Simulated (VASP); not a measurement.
Wanted: the native input for a VASP 6.6.1 run.

```yaml
Task: single point
Functional: LDA
Potentials_or_basis: VASP PAW LDA potentials, release 64 (Si)
Cutoff: 520 eV
k_mesh: 8 × 8 × 8
Occupations: fermi-dirac, width 0.05 eV
Spin: no spin polarisation
Dipole_correction: no
Further_INCAR_settings: ALGO = Normal; EDIFF = 1e-06; NBANDS = 16
```

The structure of Si lies in POSCAR:

```
Si
1.0
   -3.2805003442      3.2805003442      1.8964042905
    3.2805003442     -3.2805003442      1.8964042905
    3.2805003442      3.2805003442     -1.8964042905
Si
4
Direct
    0.8211989400      0.1788010600      0.0000000000
    0.1788010600      0.8211989400      0.0000000000
    0.8211989400      0.8211989400      0.6423978800
    0.1788010600      0.1788010600      0.3576021200
```

This cell differs from its parent crystal: volume scaled by 0.96.

These files were run (other wordings do the same):

INCAR

```
SYSTEM = Si
PREC = Accurate
ENCUT = 520
EDIFF = 1E-6
ISMEAR = -1
SIGMA = 0.05
LREAL = .False.
LASPH = .True.
NELM = 100
ALGO = Normal
ISIF = 2
LWAVE = .False.
LCHARG = .False.
NBANDS = 16
```

KPOINTS

```
regular mesh
0
Gamma
  8 8 8
  0 0 0
```

Potentials or basis: VASP PAW LDA potentials, release 64 (Si).

Launch:

```console
$ cat potpaw_LDA.64/Si/POTCAR > POTCAR
$ mpirun -np 1 vasp_std > vasp.out
```

It gave:

* Pressure: 1.8 GPa
* Largest force: 0.038 eV/Å
* Band gap on the k mesh: 0.10 eV, indirect (least direct gap 0.24 eV)

It took 60 s on 1 thread of Intel(R) Xeon(R) Platinum 8375C CPU @ 2.90GHz (Ice Lake) (shared host), peak memory 0.21 GiB.
